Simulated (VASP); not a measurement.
MoPd, 2 atoms in the cell. Symmetry: P-6m2, No. 187, hexagonal system. The conventional cell has a = 2.794 Å, b = 2.794 Å, c = 4.566 Å, α = 90.00°, β = 90.00°, γ = 120.00°. Within 3.7 Å of Mo (site symmetry -6m2) lie 6 Mo at 2.79 Å and 6 Pd at 2.80 Å. Within 3.7 Å of Pd (site symmetry -6m2) lie 6 Pd at 2.79 Å and 6 Mo at 2.80 Å. 

```yaml
Program: VASP 6.6.1
Task: relaxation of cell and atoms
Functional: PBEsol
Potentials_or_basis: VASP PAW PBE potentials, release 64 (Mo_sv, Pd)
Cutoff: 500 eV
k_mesh: 8 × 8 × 5
Occupations: fermi-dirac, width 0.05 eV
Spin: no spin polarisation
Dipole_correction: no
Further_INCAR_settings: ALGO = Normal; EDIFF = 1e-07; IBRION = 2; EDIFFG = -0.02; NSW = 80; ISIF = 3
```

Potentials or basis: VASP PAW PBE potentials, release 64 (Mo_sv, Pd).

Run with:

```console
$ cat potpaw_PBE.64/Mo_sv/POTCAR potpaw_PBE.64/Pd/POTCAR > POTCAR
$ mpirun -np 1 vasp_std > vasp.out
```

Hardware: 1 thread of AMD EPYC 9R45 96-Core Processor (Zen 5), on a shared host.

Task: Estimate the wall time of this run.

Result: It took 46 s on 1 thread of AMD EPYC 9R45 96-Core Processor (Zen 5), on a shared host, peak memory 0.13 GiB. Counts: scf iterations 86, k points 30, ion steps 10.
